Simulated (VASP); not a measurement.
Input of a VASP 6.6.1 run:

INCAR

```
  PREC = Accurate
  ENCUT = 600
  EDIFF = 1E-7
  ISMEAR = 0
  SIGMA = 0.1
  LREAL = F
  LASPH = T
  NELM = 100
  ALGO = Normal
  ISIF = 3
  LWAVE = F
  LCHARG = F
  GGA = PE
  IBRION = 2
  NSW = 100
  EDIFFG = -0.01
```

KPOINTS

```
regular mesh
0
Gamma
  16 16 16
```

Contents of POSCAR:

```
Be
1.0
   -1.9962206966      1.9962206966      1.9962206966
    1.9962206966     -1.9962206966      1.9962206966
    1.9962206966      1.9962206966     -1.9962206966
Be
3
Direct
    0.5000000000      0.5000000000      0.0000000000
    0.0000000000      0.5000000000      0.5000000000
    0.5000000000      0.0000000000      0.5000000000
```

Potentials or basis: VASP PAW PBE potentials, release 64 (Be).

Launch:

```console
$ cat potpaw_PBE.64/Be/POTCAR > POTCAR
$ mpirun -np 1 vasp_std > vasp.out
```

Predict the band gap on the k mesh.

zero (band 3 reaches 5.45 eV, above the bottom of band 4 at 1.45 eV).

Estimate the space group after relaxing (to 0.05 Å).

Im-3m (No. 229).

Estimate the relaxed volume.

10.70 Å³/atom.

Final structure:
```
CELL_PARAMETERS angstrom
-2.00211 2.00211 2.00211
2.00211 -2.00211 2.00211
2.00211 2.00211 -2.00211
ATOMIC_POSITIONS crystal
Be 0.50000 0.50000 0.00000
Be 0.00000 0.50000 0.50000
Be 0.50000 0.00000 0.50000
```
